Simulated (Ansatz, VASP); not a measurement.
**One calculation of Na, two programs**

File INCAR:

```
SYSTEM = Na
ALGO     = Normal         ! electronic algorithm
EDIFF    = 1E-8           ! SCF threshold, eV
ENCUT    = 400            ! plane-wave cutoff, eV
GGA      = PE             ! functional
GGA_COMPAT= .FALSE.      
ISIF     = 2              ! what is computed and relaxed
ISMEAR   = -1             ! smearing method
LASPH    = .TRUE.         ! aspherical terms in the spheres
LCHARG   = .FALSE.        ! write CHGCAR
LEFG     = .TRUE.       
LREAL    = .FALSE.        ! projectors in reciprocal space
LWAVE    = .FALSE.        ! write WAVECAR
NBANDS   = 10             ! bands
NELM     = 120            ! most SCF steps
PREC     = Accurate       ! precision mode
SIGMA    = 0.05           ! smearing width, eV
```

Contents of KPOINTS:

```
k-points
0
G
  12 12 12
  0 0 0
```

File POSCAR:

```
Na
1.0
   -2.1175000000      2.1175000000      2.1175000000
    2.1175000000     -2.1175000000      2.1175000000
    2.1175000000      2.1175000000     -2.1175000000
Na
1
Direct
    0.0000000000      0.0000000000      0.0000000000
```

Input for Ansatz:

```yaml
crystal:
  lattice:
    - [-2.1175, 2.1175, 2.1175]
    - [2.1175, -2.1175, 2.1175]
    - [2.1175, 2.1175, -2.1175]
  atoms:
    - { symbol: Na, position: [0.0, 0.0, 0.0] }
kpoints:
  mp_grid: { grid: [12, 12, 12] }
  band_path:
    path:
      - [0.0, 0.0, 0.0]
      - [0.5, -0.5, 0.5]
      - [0.0, 0.0, 0.5]
      - [0.0, 0.0, 0.0]
      - [0.25, 0.25, 0.25]
      - [0.5, -0.5, 0.5]
      - [0.25, 0.25, 0.25]
      - [0.0, 0.0, 0.5]
    npoints: 8
scf:
  occupations: { method: fermi_dirac, width: 0.05 }
hamiltonian:
  xc: pbe
  pseudopotentials: { kind: paw }
output:
  forces: true
  stress: true
  eigenvalues: true
  efg: { contact_densities: true }
  populations: true
  bader: true
  dos: { projected: true, de: 0.2, e_range: [-14, 8] }
```

Alike in both runs: task electric field gradients; functional PBE; k mesh 12 × 12 × 12; occupations fermi-dirac, width 0.05 eV; no spin polarisation.

|  | VASP | Ansatz |
| --- | --- | --- |
| version | VASP 6.6.1 | Ansatz 0.2.0 |
| potentials or method | VASP PAW PBE potentials, release 64 (Na_pv) | PAW with Ansatz's default frozen-core files, scalar-relativistic |
| plane-wave cutoff (eV) | 400 | 420 |
| valence electrons in the cell | 7 | 9 |

```csv
,VASP,Ansatz,Ansatz less VASP
pressure (GPa),-0.4,-0.2,+0.18
```

The functional is the same, so the differences come from potentials, cutoffs and numerics. VASP's potentials hold 7 valence electrons a cell and Ansatz's 9, so a difference there can come from the potentials and not from the codes.
